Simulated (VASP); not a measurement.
## Si: single point with PBE

The system is Si.

```
Si
1.0
     0.00000    2.51609    2.84428
     2.51609    0.00000    2.84428
     2.51609    2.51609    0.00000
Si
2
Direct
  0.50000 0.50000 0.50000
  0.75000 0.75000 0.75000
```

This cell differs from its parent crystal: strain -0.080 along x and y, +0.040 along z.

* Program: VASP 6.6.1
* Task: single point
* Functional: PBE
* Potentials or basis: VASP PAW PBE potentials, release 64 (Si)
* Cutoff: 520 eV
* k mesh: 8 × 8 × 8
* Occupations: gaussian, width 0.05 eV
* Spin: no spin polarisation

```
Pressure               : 13.8 GPa
Band gap on the k mesh : zero (bands 4 and 5 overlap by 0.28 eV)
```

Stress tensor (GPa, compression positive):
```
18.21  0.00  0.00
 0.00 18.21  0.00
 0.00  0.00  4.88
```

Levels at points of the mesh, in eV from the Fermi level:
| k point | band 1 | band 2 | band 3 | band 4 | band 5 | band 6 | band 7 | band 8 |
| --- | --- | --- | --- | --- | --- | --- | --- | --- |
| (0.00, 0.00, 0.00) | -12.90 | -0.87 | 0.19 | 0.19 | 2.38 | 2.38 | 2.76 | 4.07 |
| (0.50, 0.00, 0.00) | -10.26 | -7.67 | -2.15 | -0.74 | 1.02 | 3.36 | 3.68 | 7.84 |
| (0.50, 0.50, 0.00) | -8.90 | -8.90 | -2.57 | -2.57 | 1.03 | 1.03 | 10.73 | 10.73 |
| (0.50, 0.00, 0.50) | -8.05 | -8.05 | -3.60 | -3.60 | 0.00 | 0.00 | 9.26 | 9.26 |

It took 12 s on 1 thread of Intel(R) Xeon(R) Platinum 8559C (Emerald Rapids), with other jobs on the host, peak memory 0.15 GiB.

Caveat: the cell differs from its parent crystal (strain -0.080 along x and y, +0.040 along z); the cell stands under pressure; semilocal functionals underestimate gaps, so a narrow gap can read as zero.
